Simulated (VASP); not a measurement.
# Sr (P4/nmm) in VASP: single point with PBE

Aim: the single point of Sr with PBE.

Everything below comes from runs of VASP 6.6.1. Logs are shortened: lines on timing, memory, paths and dates and some standing lists are left out, and cuts for length are marked.

### Step 1. The cell of the first run

The structure is tetragonal, space group P4/nmm (No. 129). Conventional cell: a = 4.051 Å, b = 4.051 Å, c = 7.184 Å, α = 90.00°, β = 90.00°, γ = 90.00°. Sr (site symmetry 4mm) has 8 Sr at 3.11 to 4.05 Å within 4.1 Å.

The cell was built from a structure type or drawn by symmetry, and may not be a known phase.

### Step 2. Single point, PBE

INCAR

```
PREC = Accurate ; ENCUT = 520
EDIFF = 1E-6 ; ISMEAR = 0
SIGMA = 0.1 ; LREAL = False
LASPH = True ; NELM = 60
ALGO = Normal ; ISIF = 2
LWAVE = False ; LCHARG = False
GGA = PE ; NBANDS = 17
```

KPOINTS

```
regular mesh
0
Gamma
  4 4 4
```

POSCAR

```
Sr
1.0
    4.0507212500      0.0000000000      0.0000000000
    0.0000000000      4.0507212500      0.0000000000
    0.0000000000      0.0000000000      7.1844617900
Sr
2
Direct
    0.5000000000      0.0000000000      0.5843236000
    0.0000000000      0.5000000000      0.4156764000
```

Potentials or basis: VASP PAW PBE potentials, release 64 (Sr_sv).

The run is started by

```console
cat potpaw_PBE.64/Sr_sv/POTCAR > POTCAR
mpirun -np 1 vasp_std > vasp.out
```

OUTCAR:

```text
PREC = Accurate
   ENCUT = 520
   EDIFF = 1E-6
   ISMEAR = 0
   LREAL = False
   LASPH = True
   NELM = 60
   ISIF = 2
   GGA = PE

 ion  position               nearest neighbor table
   1  0.500  0.000  0.584-   2 3.11   2 3.11   2 3.11   2 3.11
   2  0.000  0.500  0.416-   1 3.11   1 3.11   1 3.11   1 3.11

  LATTYP: Found a simple tetragonal cell.
 ALAT       =     4.0507212500
 C/A-ratio  =     1.7736253241

  Lattice vectors:

 A1 = (   4.0507212500,   0.0000000000,   0.0000000000)
 A2 = (   0.0000000000,   4.0507212500,   0.0000000000)
 A3 = (   0.0000000000,   0.0000000000,   7.1844617900)

Analysis of symmetry for initial positions (statically):
=====================================================================
 Subroutine PRICEL returns:
 Original cell was already a primitive cell.

 Routine SETGRP: Setting up the symmetry group for a
 simple tetragonal supercell.

 Subroutine GETGRP returns: Found 16 space group operations
 (whereof  8 operations were pure point group operations)
 out of a pool of 16 trial point group operations.

The static configuration has the point symmetry D_2d.
 The point group associated with its full space group is D_4h.

Analysis of symmetry for dynamics (positions and initial velocities):
=====================================================================
 Subroutine PRICEL returns:
 Original cell was already a primitive cell.

 Routine SETGRP: Setting up the symmetry group for a
 simple tetragonal supercell.

 Subroutine GETGRP returns: Found 16 space group operations
 (whereof  8 operations were pure point group operations)
 out of a pool of 16 trial point group operations.

The dynamic configuration has the point symmetry D_2d.
 The point group associated with its full space group is D_4h.

 Subroutine INISYM returns: Found 16 space group operations
 (whereof  8 operations are pure point group operations),
 and found     1 'primitive' translations

----------------------------------------------------------------------------------------

                                     Primitive cell

  volume of cell :     117.8851

  direct lattice vectors                    reciprocal lattice vectors
     4.050721250  0.000000000  0.000000000     0.246869616  0.000000000  0.000000000
     0.000000000  4.050721250  0.000000000     0.000000000  0.246869616  0.000000000
     0.000000000  0.000000000  7.184461790     0.000000000  0.000000000  0.139189271

  length of vectors
     4.050721250  4.050721250  7.184461790     0.246869616  0.246869616  0.139189271

  position of ions in fractional coordinates (direct lattice)
     0.500000000  0.000000000  0.584323600
     0.000000000  0.500000000  0.415676400

  ion indices of the primitive-cell ions
   primitive index   ion index
                 1           1
                 2           2

----------------------------------------------------------------------------------------

 KPOINTS: regular mesh

Automatic generation of k-mesh.
 Grid dimensions read from file:
 generate k-points for:    4    4    4

 Generating k-lattice:

  Cartesian coordinates                     Fractional coordinates (reciprocal lattice)
     0.061717404  0.000000000  0.000000000     0.250000000  0.000000000  0.000000000
     0.000000000  0.061717404  0.000000000     0.000000000  0.250000000  0.000000000
     0.000000000  0.000000000  0.034797318     0.000000000  0.000000000  0.250000000

  Length of vectors
     0.061717404  0.061717404  0.034797318

  Shift w.r.t. Gamma in fractional coordinates (k-lattice)
     0.000000000  0.000000000  0.000000000

 Subroutine IBZKPT returns following result:
 ===========================================

 Found     18 irreducible k-points:

 Following reciprocal coordinates:
            Coordinates               Weight
  0.000000  0.000000  0.000000      1.000000
  0.250000  0.000000  0.000000      4.000000
  0.500000  0.000000  0.000000      2.000000
  0.250000  0.250000  0.000000      4.000000
  0.500000  0.250000  0.000000      4.000000
  0.500000  0.500000  0.000000      1.000000
[... 10 lines left out ...]
  0.500000  0.250000  0.500000      4.000000
  0.500000  0.500000  0.500000      1.000000
   k-points           NKPTS =     18   k-points in BZ     NKDIM =     18   number of bands    NBANDS=     17
   number of dos      NEDOS =    301   number of ions     NIONS =      2
   total plane-waves  NPLWV =  48600
   dimension x,y,z NGX =    30 NGY =   30 NGZ =   54
   dimension x,y,z NGXF=    60 NGYF=   60 NGZF=  108
   ions per type =               2
   NGX,Y,Z   is equivalent  to a cutoff of  12.31, 12.31, 12.50 a.u.
   NGXF,Y,Z  is equivalent  to a cutoff of  24.62, 24.62, 24.99 a.u.
 SYSTEM =  unknown system
   PREC   = accura    normal or accurate (medium, high low for compatibility)
   ISTART =      0    job   : 0-new  1-cont  2-samecut
   ICHARG =      2    charge: 1-file 2-atom 10-const
   ISPIN  =      1    spin polarized calculation?
   LNONCOLLINEAR =      F non collinear calculations
   LSORBIT =      F    spin-orbit coupling
   LASPH  =      T    aspherical Exc in radial PAW
   ENCUT  =  520.0 eV  38.22 Ry    6.18 a.u.   7.53  7.53 13.36*2*pi/ulx,y,z
   NELM   =     60;   NELMIN=  2; NELMDL= -5     # of ELM steps
   EDIFF  = 0.1E-05   stopping-criterion for ELM
   LREAL  =      F    real-space projection
   EDIFFG = 0.1E-04   stopping-criterion for IOM
   NSW    =      0    number of steps for IOM
   IBRION =     -1    ionic relax: 0-MD 1-quasi-New 2-CG
   NFREE  =      0    steps in history (QN), initial steepest desc. (CG)
   ISIF   =      2    stress and relaxation
   ISYM   =      2    0-nonsym 1-usesym 2-fastsym
   POTIM  = 0.5000    time-step for ionic-motion
   TEBEG  =    0.0;   TEEND  =   0.0 temperature during run
   PSTRESS=    0.0 pullay stress
   NELECT =      20.0000    total number of electrons
   NUPDOWN=      -1.0000    fix difference up-down
   EMIN   =  10.00;   EMAX   =-10.00  energy-range for DOS
   EFERMI =   0.00;   METHOD = LEGACY
   ISMEAR =     0;   SIGMA  =   0.10  broadening in eV -4-tet -1-fermi 0-gaus
   EFERMI_NEDOS =   21; number of points for ismear=-14 and -15
   IALGO  =     38    algorithm
   IMIX   =      4    mixing-type and parameters
     AMIX     =   0.40;   BMIX     =  1.00
     AMIX_MAG =   1.60;   BMIX_MAG =  1.00
  volume/ion in A,a.u.               =      58.94       397.76
  Fermi-wavevector in a.u.,A,eV,Ry     =   0.906286  1.712632 11.175199  0.821354
  Thomas-Fermi vector in A             =   2.029955
   LORBIT       =      0    0 simple, 1 ext, 2 COOP (PROOUT), +10 PAW based schemes
   GGA     = PE    functional components
   LHFCALC =     F    Hartree Fock is set to
   AEXX    =    0.0000 exact exchange contribution
   IVDW    =     0    specifies the selected vdW correction
   LEPSILON=     F    determine dielectric tensor
   LRPA    =     F    only Hartree local field effects (RPA)
 non-spin polarized calculation
 Gauss-broadening in eV      SIGMA  =   0.10
  energy-cutoff  :      520.00
  volume of cell :      117.89
 maximum number of plane-waves:      3195
   NGX = 15   NGY = 15   NGZ = 27

 number of electron      19.9999999 magnetization

 Free energy of the ion-electron system (eV)
  ---------------------------------------------------
  ext. energy  EPLUGINS =         0.00000000
  ---------------------------------------------------
  free energy    TOTEN  =        -0.00623000 eV

  energy without entropy =        0.03695605  energy(sigma->0) =        0.01536302

 E-fermi :   0.8562     XC(G=0):  -6.5784

 val. band max:        0.8537537248   @ k =   0.5000   0.2500   0.5000
 cond. band min:       0.8637576032   @ k =   0.2500   0.0000   0.0000
 fundamental gap:      0.0100038784
 Fermi energy:         0.8561772604

 k-point     1 :       0.0000    0.0000    0.0000
  band No.  band energies     occupation
      1     -35.6021      2.00000
      2     -35.1954      2.00000
      3     -17.9742      2.00000
      4     -17.9742      2.00000
      5     -17.5629      2.00000
      6     -17.4604      2.00000
[... 9 lines left out ...]
     16       4.2254      0.00000
     17       4.7262      0.00000

 k-point     2 :       0.2500    0.0000    0.0000
  band No.  band energies     occupation
      1     -35.5391      2.00000
      2     -35.2511      2.00000
      3     -18.0711      2.00000
      4     -17.8176      2.00000
      5     -17.7177      2.00000
      6     -17.2912      2.00000
[... 9 lines left out ...]
     16       3.8458      0.00000
     17       5.1887      0.00000

 k-point     3 :       0.5000    0.0000    0.0000
  band No.  band energies     occupation
      1     -35.3915      2.00000
      2     -35.3915      2.00000
      3     -18.0068      2.00000
      4     -18.0068      2.00000
      5     -17.4301      2.00000
      6     -17.4301      2.00000
[... 9 lines left out ...]
     16       4.1079      0.00000
     17       5.7277      0.00000

 k-point     4 :       0.2500    0.2500    0.0000
  band No.  band energies     occupation
      1     -35.4921      2.00000
      2     -35.2881      2.00000
      3     -18.1723      2.00000
      4     -17.9023      2.00000
      5     -17.7650      2.00000
      6     -17.2504      2.00000
[... 9 lines left out ...]
     16       4.1854      0.00000
     17       4.5135      0.00000

 k-point     5 :       0.5000    0.2500    0.0000
  band No.  band energies     occupation
      1     -35.3851      2.00000
      2     -35.3851      2.00000
      3     -18.1857      2.00000
      4     -18.1857      2.00000
      5     -17.5001      2.00000
      6     -17.5001      2.00000
[... 9 lines left out ...]
     16       4.0029      0.00000
     17       5.0175      0.00000

 k-point     6 :       0.5000    0.5000    0.0000
  band No.  band energies     occupation
      1     -35.3787      2.00000
      2     -35.3787      2.00000
      3     -18.3596      2.00000
      4     -18.3596      2.00000
      5     -17.4814      2.00000
      6     -17.4814      2.00000
[... 9 lines left out ...]
     16       3.5650      0.00000
     17       4.4807      0.00000

 k-point     7 :       0.0000    0.0000    0.2500
  band No.  band energies     occupation
      1     -35.6021      2.00000
      2     -35.1954      2.00000
      3     -17.9742      2.00000
      4     -17.9742      2.00000
      5     -17.5627      2.00000
      6     -17.4607      2.00000
[... 9 lines left out ...]
     16       4.1851      0.00000
     17       4.7426      0.00000

 k-point     8 :       0.2500    0.0000    0.2500
  band No.  band energies     occupation
      1     -35.5391      2.00000
      2     -35.2511      2.00000
      3     -18.0712      2.00000
      4     -17.8176      2.00000
      5     -17.7177      2.00000
      6     -17.2914      2.00000
[... 9 lines left out ...]
     16       4.1474      0.00000
     17       5.1447      0.00000
[... 83 lines left out ...]
      1     -35.6021      2.00000
      2     -35.1954      2.00000
      3     -17.9742      2.00000
      4     -17.9742      2.00000
      5     -17.5625      2.00000
      6     -17.4611      2.00000
[... 9 lines left out ...]
     16       4.1484      0.00000
     17       4.7563      0.00000

 k-point    14 :       0.2500    0.0000    0.5000
  band No.  band energies     occupation
      1     -35.5391      2.00000
      2     -35.2511      2.00000
      3     -18.0713      2.00000
      4     -17.8176      2.00000
      5     -17.7177      2.00000
      6     -17.2915      2.00000
[... 9 lines left out ...]
     16       4.2346      0.00000
     17       5.1205      0.00000

 k-point    15 :       0.5000    0.0000    0.5000
  band No.  band energies     occupation
      1     -35.3915      2.00000
      2     -35.3915      2.00000
      3     -18.0070      2.00000
      4     -18.0070      2.00000
      5     -17.4301      2.00000
      6     -17.4301      2.00000
[... 9 lines left out ...]
     16       3.2589      0.00000
     17       5.7369      0.00000

 k-point    16 :       0.2500    0.2500    0.5000
  band No.  band energies     occupation
      1     -35.4921      2.00000
      2     -35.2881      2.00000
      3     -18.1722      2.00000
      4     -17.9023      2.00000
      5     -17.7654      2.00000
      6     -17.2501      2.00000
[... 9 lines left out ...]
     16       3.7297      0.00000
     17       4.4713      0.00000

 k-point    17 :       0.5000    0.2500    0.5000
  band No.  band energies     occupation
      1     -35.3851      2.00000
      2     -35.3851      2.00000
      3     -18.1858      2.00000
      4     -18.1858      2.00000
      5     -17.5001      2.00000
      6     -17.5001      2.00000
[... 9 lines left out ...]
     16       3.8786      0.00000
     17       4.9074      0.00000

 k-point    18 :       0.5000    0.5000    0.5000
  band No.  band energies     occupation
      1     -35.3787      2.00000
      2     -35.3787      2.00000
      3     -18.3595      2.00000
      4     -18.3595      2.00000
      5     -17.4815      2.00000
      6     -17.4815      2.00000
[... 9 lines left out ...]
     16       4.2682      0.00000
     17       4.6320      0.00000

------------------------ aborting loop because EDIFF is reached ----------------------------------------

  FORCE on cell =-STRESS in cart. coord.  units (eV):
  Direction    XX          YY          ZZ          XY          YZ          ZX
  --------------------------------------------------------------------------------------
  -------------------------------------------------------------------------------------
  Total        6.8012048      6.8012048      2.0266839      0.0000000      0.0000000      0.0000000
  in kB       92.4352197     92.4352197     27.5446750      0.0000000      0.0000000      0.0000000
  external PRESSURE =      70.8050381 kB  Pullay stress =       0.0000000 kB

 VOLUME and BASIS-vectors are now :
 -----------------------------------------------------------------------------
  energy-cutoff  :      520.00
  volume of cell :      117.89
      direct lattice vectors                 reciprocal lattice vectors
     4.050721250  0.000000000  0.000000000     0.246869616  0.000000000  0.000000000
     0.000000000  4.050721250  0.000000000     0.000000000  0.246869616  0.000000000
     0.000000000  0.000000000  7.184461790     0.000000000  0.000000000  0.139189271

 POSITION                                       TOTAL-FORCE (eV/Angst)
 -----------------------------------------------------------------------------------
      2.02536      0.00000      4.19805         0.000000     -0.000000      2.346681
      0.00000      2.02536      2.98641        -0.000000      0.000000     -2.346681
 -----------------------------------------------------------------------------------
    total drift:                                0.000000     -0.000000      0.000000

  FREE ENERGIE OF THE ION-ELECTRON SYSTEM (eV)
  ---------------------------------------------------
  free  energy   TOTEN  =        -0.0062300017 eV

  energy  without entropy=        0.0369560512  energy(sigma->0) =        0.01536302
```

It took 54 s on 1 thread of Oxide Virtual Turin-like, shared host; peak memory 0.18 GiB.

Results:

```yaml
Free_energy: -0.0062 eV
Pressure: 7.1 GPa
Largest_force: 2.347 eV/Å
Band_gap_on_the_k_mesh: zero (bands 10 and 11 overlap by 1.09 eV)
```

Forces in eV/Å, atoms in the order of the input:
```
Sr   0.000  0.000  2.347
Sr   0.000  0.000 -2.347
```

Levels at points of the mesh, in eV from the Fermi level:
```tsv
k point	band 6	band 7	band 8	band 9	band 10	band 11	band 12	band 13	band 14	band 15
(0.00, 0.00, 0.00)	-18.32	-17.72	-17.72	-3.01	-1.38	-0.14	0.67	1.91	2.89	3.37
(0.50, 0.00, 0.00)	-18.29	-17.94	-17.94	-0.78	-0.78	0.06	0.06	1.61	1.61	3.25
(0.50, 0.50, 0.00)	-18.34	-17.66	-17.66	0.16	0.16	1.34	1.34	2.22	2.22	2.71
(0.00, 0.00, 0.50)	-18.32	-17.72	-17.72	-2.81	-1.37	-0.84	1.27	1.91	2.38	3.29
(0.50, 0.00, 0.50)	-18.29	-17.94	-17.94	-0.82	-0.82	0.36	0.36	1.60	1.60	2.40
(0.50, 0.50, 0.50)	-18.34	-17.66	-17.66	0.26	0.26	1.09	1.09	2.23	2.23	3.41
```

Caveat: the k points lie up to 0.39 Å⁻¹ apart, too coarse for converged energies and pressures of a metal; forces of over 1 eV/Å act on the atoms, so gaps and moduli don't describe the material at rest.
